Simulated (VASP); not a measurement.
CdSe:

```xyz
2
Lattice="0.0000 3.0906 3.0906 3.0906 0.0000 3.0906 3.0906 3.0906 0.0000" Properties=species:S:1:pos:R:3 pbc="T T T"
Cd    0.0000    0.0000    0.0000
Se    1.5453    1.5453    1.5453
```

Base run:

```yaml
Program: VASP 6.6.1
Functional: PBE
Dispersion: D3(BJ)
Potentials_or_basis: VASP PAW PBE potentials, release 64 (Cd, Se)
Cutoff: 520 eV
k_mesh: 8 × 8 × 8
Occupations: fermi-dirac, width 0.05 eV
Spin: no spin polarisation
```

Its results: band gap on the k mesh 0.51 eV, direct; pressure -1.3 GPa.

Q: The run is repeated on the same cell with these changes: functional from PBE to r2SCAN; further incar settings from ALGO = Normal; EDIFF = 1e-07; NBANDS = 16 to ALGO = Normal; EDIFF = 1e-06; NBANDS = 16. What comes out?

A: Band gap on the k mesh 0.98 eV, direct; pressure -1.7 GPa.

Caveats: the PAW data sets were made with another functional, which shifts forces and pressure a little (some runs).

